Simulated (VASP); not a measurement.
Set up this calculation in VASP 6.6.1, as the native input.

| Property | Result |
| --- | --- |
| Task | single point |
| Functional | PBE |
| Potentials or basis | VASP PAW PBE potentials, release 64 (Si, Hg) |
| Cutoff | 520 eV |
| k mesh | 9 × 9 × 9 |
| Occupations | fermi-dirac, width 0.03 eV |
| Spin | no spin polarisation |
| Dipole correction | no |
| Further INCAR settings | ALGO = Normal; EDIFF = 1e-06; NBANDS = 21 |

The structure of SiHg2 (fluorite type) lies in POSCAR:

```
SiHg2
1.0
    0.0000000000      3.2898771651      3.2898771651
    3.2898771651      0.0000000000      3.2898771651
    3.2898771651      3.2898771651      0.0000000000
Si Hg
1 2
Direct
    0.0000000000      0.0000000000      0.0000000000
    0.2500000000      0.2500000000      0.2500000000
    0.7500000000      0.7500000000      0.7500000000
```

One way to write it, as run:

INCAR

```
ALGO     = Normal         # electronic algorithm
EDIFF    = 1E-6           # SCF threshold, eV
ENCUT    = 520            # plane-wave cutoff, eV
GGA      = PE             # functional
ISIF     = 2              # what is computed and relaxed
ISMEAR   = -1             # smearing method
LASPH    = True           # aspherical terms in the spheres
LCHARG   = False          # write CHGCAR
LREAL    = False          # projectors in reciprocal space
LWAVE    = False          # write WAVECAR
NBANDS   = 21             # bands
NELM     = 100            # most SCF steps
PREC     = Accurate       # precision mode
SIGMA    = 0.03           # smearing width, eV
```

KPOINTS

```
k-points
0
Gamma
  9 9 9
```

Potentials or basis: VASP PAW PBE potentials, release 64 (Si, Hg).

The run is started by

```console
$ cat potpaw_PBE.64/Si/POTCAR potpaw_PBE.64/Hg/POTCAR > POTCAR
$ mpirun -np 1 vasp_std > vasp.out
```

Results of the run:

```
Pressure               : 0.2 GPa
Band gap on the k mesh : zero (bands 14 and 15 overlap by 3.11 eV)
```

Caveat: spin-orbit coupling is left out, which moves the levels of the heavy elements.

Wall time 77 s on 1 thread of Intel Xeon 8259CL (shared host), peak memory 0.23 GiB.
